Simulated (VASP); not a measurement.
# TiTe2 (P-3m1) in VASP: relaxation of cell and atoms with PBE

Aim: the relaxation of cell and atoms of TiTe2 with PBE.

Everything below comes from runs of VASP 6.6.1. Logs are shortened: lines on timing, memory, paths and dates and some standing lists are left out, and cuts for length are marked.

**1. The cell of the first run**

The structure is trigonal, space group P-3m1 (No. 164). The conventional cell has a = 3.777 Å, b = 3.777 Å, c = 6.498 Å, α = 90.00°, β = 90.00°, γ = 120.00°. Ti (site symmetry -3m) has 6 Te at 2.77 Å and 6 Ti at 3.78 Å within 3.8 Å. Te (site symmetry 3m) has 3 Ti at 2.77 Å and 9 Te at 3.78 Å within 3.8 Å.

**2. Relaxation of cell and atoms, PBE**

Contents of INCAR:

```
PREC     = Accurate       # precision mode
ENCUT    = 600            # plane-wave cutoff, eV
EDIFF    = 1E-6           # SCF threshold, eV
ISMEAR   = 0              # smearing method
SIGMA    = 0.1            # smearing width, eV
LREAL    = F              # projectors in reciprocal space
LASPH    = T              # aspherical terms in the spheres
NELM     = 60             # most SCF steps
ALGO     = Normal         # electronic algorithm
ISIF     = 3              # what is computed and relaxed
LWAVE    = F              # write WAVECAR
LCHARG   = F              # write CHGCAR
GGA      = PE             # functional
IBRION   = 2              # ionic algorithm
NSW      = 100            # ionic steps
EDIFFG   = -0.01          # ionic threshold
```

Contents of KPOINTS:

```
Automatic mesh
0
Gamma
  12 12 8
```

Contents of POSCAR:

```
TiTe2
1.0
    3.7770008900      0.0000000000      0.0000000000
   -1.8885004400      3.2709787200      0.0000000000
    0.0000000000      0.0000000000      6.4980001400
Ti Te
1 2
Direct
    0.0000000000      0.0000000000      0.0000000000
    0.6666666700      0.3333333300      0.2628000100
    0.3333333300      0.6666666700      0.7371999900
```

Potentials or basis: VASP PAW PBE potentials, release 64 (Ti_sv, Te).

On the command line:

```console
$ cat potpaw_PBE.64/Ti_sv/POTCAR potpaw_PBE.64/Te/POTCAR > POTCAR
$ mpirun -np 1 vasp_std > vasp.out
```

OUTCAR:

```text
PREC = Accurate
   ENCUT = 600
   EDIFF = 1E-6
   ISMEAR = 0
   LREAL = F
   LASPH = T
   NELM = 60
   ISIF = 3
   GGA = PE
   IBRION = 2
   NSW = 100
   EDIFFG = -0.01

 ion  position               nearest neighbor table
   1  0.000  0.000  0.000-   2 2.77   3 2.77   3 2.77   2 2.77   2 2.77   3 2.77
   2  0.667  0.333  0.263-   1 2.77   1 2.77   1 2.77
   3  0.333  0.667  0.737-   1 2.77   1 2.77   1 2.77

  LATTYP: Found a hexagonal cell.
 ALAT       =     3.7770008900
 C/A-ratio  =     1.7204126579

  Lattice vectors:

 A1 = (   3.7770008900,   0.0000000000,   0.0000000000)
 A2 = (  -1.8885004400,   3.2709787200,   0.0000000000)
 A3 = (   0.0000000000,   0.0000000000,   6.4980001400)

Analysis of symmetry for initial positions (statically):
=====================================================================
 Subroutine PRICEL returns:
 Original cell was already a primitive cell.

 Routine SETGRP: Setting up the symmetry group for a
 hexagonal supercell.

 Subroutine GETGRP returns: Found 12 space group operations
 (whereof 12 operations were pure point group operations)
 out of a pool of 24 trial point group operations.

The static configuration has the point symmetry D_3d.

Analysis of symmetry for dynamics (positions and initial velocities):
=====================================================================
 Subroutine PRICEL returns:
 Original cell was already a primitive cell.

 Routine SETGRP: Setting up the symmetry group for a
 hexagonal supercell.

 Subroutine GETGRP returns: Found 12 space group operations
 (whereof 12 operations were pure point group operations)
 out of a pool of 24 trial point group operations.

The dynamic configuration has the point symmetry D_3d.

 Subroutine INISYM returns: Found 12 space group operations
 (whereof 12 operations are pure point group operations),
 and found     1 'primitive' translations

----------------------------------------------------------------------------------------

                                     Primitive cell

  volume of cell :      80.2795

  direct lattice vectors                    reciprocal lattice vectors
     3.777000890  0.000000000  0.000000000     0.264760329  0.152859447  0.000000000
    -1.888500440  3.270978720  0.000000000     0.000000000  0.305718895  0.000000000
     0.000000000  0.000000000  6.498000140     0.000000000  0.000000000  0.153893502

  length of vectors
     3.777000890  3.777000887  6.498000140     0.305718895  0.305718895  0.153893502

  position of ions in fractional coordinates (direct lattice)
     0.000000000  0.000000000  0.000000000
     0.666666670  0.333333330  0.262800010
     0.333333330  0.666666670  0.737199990

  ion indices of the primitive-cell ions
   primitive index   ion index
                 1           1
                 2           2
                 3           3

----------------------------------------------------------------------------------------

 KPOINTS: Automatic mesh

Automatic generation of k-mesh.
 Grid dimensions read from file:
 generate k-points for:   12   12    8

 Generating k-lattice:

  Cartesian coordinates                     Fractional coordinates (reciprocal lattice)
     0.022063361  0.012738287  0.000000000     0.083333333  0.000000000  0.000000000
     0.000000000  0.025476575  0.000000000     0.000000000  0.083333333  0.000000000
     0.000000000  0.000000000  0.019236688     0.000000000  0.000000000  0.125000000

  Length of vectors
     0.025476575  0.025476575  0.019236688

  Shift w.r.t. Gamma in fractional coordinates (k-lattice)
     0.000000000  0.000000000  0.000000000

 Subroutine IBZKPT returns following result:
 ===========================================

 Found    131 irreducible k-points:

 Following reciprocal coordinates:
            Coordinates               Weight
  0.000000  0.000000  0.000000      1.000000
  0.083333  0.000000  0.000000      6.000000
  0.166667  0.000000  0.000000      6.000000
  0.250000  0.000000  0.000000      6.000000
  0.333333  0.000000  0.000000      6.000000
  0.416667 -0.000000  0.000000      6.000000
[... 16 lines left out ...]
  0.166667  0.000000  0.125000      6.000000
  0.000000  0.166667  0.125000      6.000000
 [... further k-points ...]
   k-points           NKPTS =    131   k-points in BZ     NKDIM =    131   number of bands    NBANDS=     16
   number of dos      NEDOS =    301   number of ions     NIONS =      3
   total plane-waves  NPLWV =  48600
   dimension x,y,z NGX =    30 NGY =   30 NGZ =   54
   dimension x,y,z NGXF=    60 NGYF=   60 NGZF=  108
   ions per type =               1   2
   NGX,Y,Z   is equivalent  to a cutoff of  13.20, 13.20, 13.82 a.u.
   NGXF,Y,Z  is equivalent  to a cutoff of  26.41, 26.41, 27.63 a.u.
 SYSTEM =  unknown system
   PREC   = accura    normal or accurate (medium, high low for compatibility)
   ISTART =      0    job   : 0-new  1-cont  2-samecut
   ICHARG =      2    charge: 1-file 2-atom 10-const
   ISPIN  =      1    spin polarized calculation?
   LNONCOLLINEAR =      F non collinear calculations
   LSORBIT =      F    spin-orbit coupling
   LASPH  =      T    aspherical Exc in radial PAW
   ENCUT  =  600.0 eV  44.10 Ry    6.64 a.u.   7.54  7.54 12.98*2*pi/ulx,y,z
   NELM   =     60;   NELMIN=  2; NELMDL= -5     # of ELM steps
   EDIFF  = 0.1E-05   stopping-criterion for ELM
   LREAL  =      F    real-space projection
   EDIFFG = -.1E-01   stopping-criterion for IOM
   NSW    =    100    number of steps for IOM
   IBRION =      2    ionic relax: 0-MD 1-quasi-New 2-CG
   NFREE  =      1    steps in history (QN), initial steepest desc. (CG)
   ISIF   =      3    stress and relaxation
   ISYM   =      2    0-nonsym 1-usesym 2-fastsym
   POTIM  = 0.5000    time-step for ionic-motion
   TEBEG  =    0.0;   TEEND  =   0.0 temperature during run
   PSTRESS=    0.0 pullay stress
   NELECT =      24.0000    total number of electrons
   NUPDOWN=      -1.0000    fix difference up-down
   EMIN   =  10.00;   EMAX   =-10.00  energy-range for DOS
   EFERMI =   0.00;   METHOD = LEGACY
   ISMEAR =     0;   SIGMA  =   0.10  broadening in eV -4-tet -1-fermi 0-gaus
   EFERMI_NEDOS =   21; number of points for ismear=-14 and -15
   IALGO  =     38    algorithm
   IMIX   =      4    mixing-type and parameters
     AMIX     =   0.40;   BMIX     =  1.00
     AMIX_MAG =   1.60;   BMIX_MAG =  1.00
  volume/ion in A,a.u.               =      26.76       180.58
  Fermi-wavevector in a.u.,A,eV,Ry     =   1.094655  2.068597 16.303433  1.198268
  Thomas-Fermi vector in A             =   2.230963
   LORBIT       =      0    0 simple, 1 ext, 2 COOP (PROOUT), +10 PAW based schemes
   GGA     = PE    functional components
   LHFCALC =     F    Hartree Fock is set to
   AEXX    =    0.0000 exact exchange contribution
   IVDW    =     0    specifies the selected vdW correction
   LEPSILON=     F    determine dielectric tensor
   LRPA    =     F    only Hartree local field effects (RPA)
 conjugate gradient relaxation of ions
 non-spin polarized calculation
 Gauss-broadening in eV      SIGMA  =   0.10
  energy-cutoff  :      600.00
  volume of cell :       80.28
 maximum number of plane-waves:      2714
   NGX = 15   NGY = 15   NGZ = 25

--------------------------------------- Ionic step        1  -------------------------------------------

 number of electron      24.0000002 magnetization

 Free energy of the ion-electron system (eV)
  ---------------------------------------------------
  ext. energy  EPLUGINS =         0.00000000
  ---------------------------------------------------
  free energy    TOTEN  =       -16.20709859 eV

  energy without entropy =      -16.20039279  energy(sigma->0) =      -16.20374569

------------------------ aborting loop because EDIFF is reached ----------------------------------------

  FORCE on cell =-STRESS in cart. coord.  units (eV):
  Direction    XX          YY          ZZ          XY          YZ          ZX
  --------------------------------------------------------------------------------------
  -------------------------------------------------------------------------------------
  Total        0.2818978      0.2818978      0.8009873      0.0000000     -0.0000000     -0.0000000
  in kB        5.6259741      5.6259741     15.9857008      0.0000000     -0.0000000     -0.0000000
  external PRESSURE =       9.0792163 kB  Pullay stress =       0.0000000 kB
[... 92 lines left out ...]
  FREE ENERGIE OF THE ION-ELECTRON SYSTEM (eV)
  ---------------------------------------------------
  free  energy   TOTEN  =       -16.2115584388 eV

  energy  without entropy=      -16.2050736081  energy(sigma->0) =      -16.20831602

[... ionic steps 4 to 10 ...]

--------------------------------------- Ionic step       11  -------------------------------------------

 number of electron      24.0000005 magnetization

------------------------ aborting loop because EDIFF is reached ----------------------------------------

  FORCE on cell =-STRESS in cart. coord.  units (eV):
  Direction    XX          YY          ZZ          XY          YZ          ZX
  --------------------------------------------------------------------------------------
  -------------------------------------------------------------------------------------
  Total       -0.1127159     -0.1127159     -0.2529804     -0.0000000      0.0000000     -0.0000000
  in kB       -2.1472108     -2.1472108     -4.8192143     -0.0000000      0.0000000     -0.0000000
  external PRESSURE =      -3.0378786 kB  Pullay stress =       0.0000000 kB
[... 59 lines left out ...]
  energy  without entropy=      -16.2167768399  energy(sigma->0) =      -16.21961045

--------------------------------------- Ionic step       13  -------------------------------------------

 number of electron      24.0000006 magnetization

 Free energy of the ion-electron system (eV)
  ---------------------------------------------------
  ext. energy  EPLUGINS =         0.00000000
  ---------------------------------------------------
  free energy    TOTEN  =       -16.22245432 eV

  energy without entropy =      -16.21678878  energy(sigma->0) =      -16.21962155

 E-fermi :   6.2573     XC(G=0):  -9.5922

 val. band max:        6.2429342683   @ k =   0.5000   0.0000   0.0000
 cond. band min:       6.2586085183   @ k =   0.3333   0.0000   0.5000
 fundamental gap:      0.0156742501
 Fermi energy:         6.2572719099

 k-point     1 :       0.0000    0.0000    0.0000
  band No.  band energies     occupation
      1     -51.2607      2.00000
      2     -27.5142      2.00000
      3     -27.5142      2.00000
      4     -27.4724      2.00000
      5      -5.9626      2.00000
      6      -4.7505      2.00000
[... 8 lines left out ...]
     15       7.3580      0.00000
     16       9.4080      0.00000
[... 420 lines left out ...]
  band No.  band energies     occupation
      1     -51.2599      2.00000
      2     -27.5247      2.00000
      3     -27.5166      2.00000
      4     -27.4700      2.00000
      5      -5.6341      2.00000
      6      -4.6322      2.00000
[... 8 lines left out ...]
     15       7.5511      0.00000
     16       8.8111      0.00000

 [... further k-points ...]

------------------------ aborting loop because EDIFF is reached ----------------------------------------

  FORCE on cell =-STRESS in cart. coord.  units (eV):
  Direction    XX          YY          ZZ          XY          YZ          ZX
  --------------------------------------------------------------------------------------
  -------------------------------------------------------------------------------------
  Total        0.0155450      0.0155450      0.0271456      0.0000000     -0.0000000      0.0000000
  in kB        0.2957852      0.2957852      0.5165177      0.0000000     -0.0000000      0.0000000
  external PRESSURE =       0.3693627 kB  Pullay stress =       0.0000000 kB
[... 18 lines left out ...]
  FREE ENERGIE OF THE ION-ELECTRON SYSTEM (eV)
  ---------------------------------------------------
  free  energy   TOTEN  =       -16.2224543191 eV

  energy  without entropy=      -16.2167887826  energy(sigma->0) =      -16.21962155

 reached required accuracy - stopping structural energy minimisation
```

Wall time 11 min (1 thread of Intel Xeon 6975P-C (Granite Rapids), shared host); peak memory 0.39 GiB.

What came out:

| Quantity | Value |
| --- | --- |
| Free energy | -16.2225 eV |
| Relaxed volume | 28.07 Å³/atom |
| Relaxed cell | a = 3.769 Å, b = 3.769 Å, c = 6.844 Å, α = 90.00°, β = 90.00°, γ = 120.00° |
| Space group after relaxing (to 0.1 Å) | P-3m1 (No. 164) |
| Energy gained by relaxing | 5.1 meV/atom |
| Ionic steps | 13 |
| Pressure after relaxing | 0.0 GPa |
| Band gap on the k mesh | zero (bands 12 and 13 overlap by 0.66 eV) |

The path:
```tsv
step	energy change (eV)	largest force (eV/Å)	pressure (GPa)	volume (Å³)
1	0.0000	0.0414	0.91	80.28
2	-0.0036	0.1899	-0.55	82.05
3	-0.0045	0.1196	-0.11	81.50
4	-0.0067	0.1115	-0.07	81.62
5	-0.0108	0.0900	0.11	81.97
6	-0.0093	0.0545	0.56	82.61
7	-0.0116	0.0714	0.28	82.25
8	-0.0135	0.0793	0.00	83.10
9	-0.0142	0.0865	-0.19	83.75
10	-0.0139	0.1022	-0.59	85.07
11	-0.0144	0.0901	-0.30	84.10
12	-0.0153	0.0115	0.07	84.21
13	-0.0154	0.0017	0.04	84.20
```

Final structure:
```xyz
3
Lattice="3.7692 0.0000 0.0000 -1.8846 3.2642 0.0000 0.0000 0.0000 6.8437" Properties=species:S:1:pos:R:3 pbc="T T T"
Ti    0.0000    0.0000    0.0000
Te    1.8846    1.0881    1.7299
Te    0.0000    2.1762    5.1137
```

Caveat: spin-orbit coupling is left out, which moves the levels of the heavy elements; this functional lacks dispersion, which binds the layers, so the pressure and a relaxed spacing across them are unreliable. PBE usually gives volumes a little too large and moduli too small.
